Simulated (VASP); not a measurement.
Runs of VASP 6.6.1 on SbMo. The structure is that of space group Fm-3m (No. 225), or close to it. The cells are those of the table. 

```tsv
cell	gap on the mesh (eV)	pressure (GPa)
a = 3.913 Å, angles 60.0°, 2 atoms	none	-2.4
a = 3.861 Å, angles 60.0°, 2 atoms	none	2.9
a = 3.834 Å, angles 60.0°, 2 atoms	none	(a)
a = 3.938 Å, angles 60.0°, 2 atoms	none	-4.7
a = 3.976 Å, angles 60.0°, 2 atoms	none	(b)
```

Alike in all rows: task single point; level r2SCAN; potentials or basis VASP PAW PBE potentials, release 64 (Mo_sv, Sb); no spin polarisation; k mesh 10 × 10 × 10; cutoff (eV) 520; smearing gaussian 0.05 eV.

Task: Estimate the missing entries.

Result: (a) 6.0; (b) -7.6.

Caveats: the PAW data sets were made with another functional, which shifts forces and pressure a little; spin-orbit coupling is left out, which moves the levels of the heavy elements.

A k mesh can miss the band edges, and the runs leave out spin-orbit coupling on Mo, Sb.

A gap of «none» marks levels without a gap at the run's occupations.
